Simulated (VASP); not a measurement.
Wanted: the native input for a VASP 6.6.1 run.

| Quantity | Value |
| --- | --- |
| Task | single point |
| Functional | PBE |
| Potentials or basis | VASP PAW PBE potentials, release 64 (S, Ta_pv) |
| Cutoff | 400 eV |
| k mesh | 12 × 12 × 1 |
| Occupations | gaussian, width 0.05 eV |
| Spin | non-collinear spin, zero start, spin-orbit coupling |
| Starting moments | [[0.0, 0.0, 0.0], [0.0, 0.0, 0.0], [0.0, 0.0, 0.0]] μB |
| Dipole correction | yes |
| Further INCAR settings | ALGO = Normal; EDIFF = 1e-06; NBANDS = 36; NELMDL = -8 |

The structure of TaS2 lies in POSCAR:

```
TaS2
1.0
    3.3806003760      0.0000000000      0.0000000000
   -1.6903001880      2.9276858060      0.0000000000
    0.0000000000      0.0000000000     26.1236725850
S Ta
2 1
Direct
    0.6666666667      0.3333333333      0.4413972847
    0.3333333333      0.6666666667      0.5586027153
    0.0000000000      0.0000000000      0.5000000000
```

The input as run:

INCAR

```
PREC = Accurate
ENCUT = 400
EDIFF = 1E-6
ISMEAR = 0
SIGMA = 0.05
LREAL = False
LASPH = True
NELM = 200
ALGO = Normal
ISIF = 2
LWAVE = False
LCHARG = True
LNONCOLLINEAR = True
MAGMOM = 0 0 0 0 0 0 0 0 0
LORBIT = 11
LSORBIT = True
GGA_COMPAT = False
LORBMOM = True
LMAXMIX = 4
LDIPOL = True
IDIPOL = 3
DIPOL = 0.5 0.5 0.500
GGA = PE
LVHAR = True
LVACPOTAV = True
NBANDS = 36
NELMDL = -8
```

KPOINTS

```
regular mesh
0
Gamma
  12 12 1
```

Potentials or basis: VASP PAW PBE potentials, release 64 (S, Ta_pv).

The run is started by

```bash
$ cat potpaw_PBE.64/S/POTCAR potpaw_PBE.64/Ta_pv/POTCAR > POTCAR
$ mpirun -np 1 vasp_ncl > vasp.out
```

It gave:

```yaml
Largest_force: 0.020 eV/Å
Net_moment: 0.00 μB per cell
Valence_electrons_inside_the_program's_atomic_spheres: S 3.73; Ta 8.77
```

Run time: 13 min on 1 thread of Intel Xeon 8259CL, with other jobs on the host, peak memory 0.84 GiB.
